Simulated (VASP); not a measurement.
Runs of VASP 6.6.1 on Ru. The structure is that of space group P6_3/mmc (No. 194), or close to it. The cells are those of the table. 

| task | cell | cutoff (eV) | gap on the mesh (eV) | pressure (GPa) | relaxed volume (Å³/atom) |
| --- | --- | --- | --- | --- | --- |
| single point | a = 2.748, b = 2.748, c = 4.333 Å, angles 90.0, 90.0, 120.0°, 2 atoms | 520 | none | (a) | - |
| single point | a = 2.721, b = 2.721, c = 4.295 Å, angles 90.0, 90.0, 120.0°, 2 atoms | 520 | none | -0.1 | - |
| relaxation of cell and atoms | relaxed from a = 2.721, b = 2.721, c = 4.295 Å, angles 90.0, 90.0, 120.0°, 2 atoms | 600 | none | 0.0 | 13.76 |
| relaxation of cell and atoms | relaxed from a = 2.697, b = 2.697, c = 4.370 Å, angles 90.0, 90.0, 120.0°, 2 atoms | 600 | none | 0.0 | 13.76 |

Alike in all rows: level PBE; potentials or basis VASP PAW PBE potentials, release 64 (Ru_pv); no spin polarisation; k mesh 17 × 17 × 10; smearing fermi-dirac 0.05 eV.

Task: Fill in the values left out.

Result: (a) -8.4.

A k mesh can miss the band edges, and the runs leave out spin-orbit coupling on Ru.

A gap of «none» marks levels without a gap at the run's occupations.
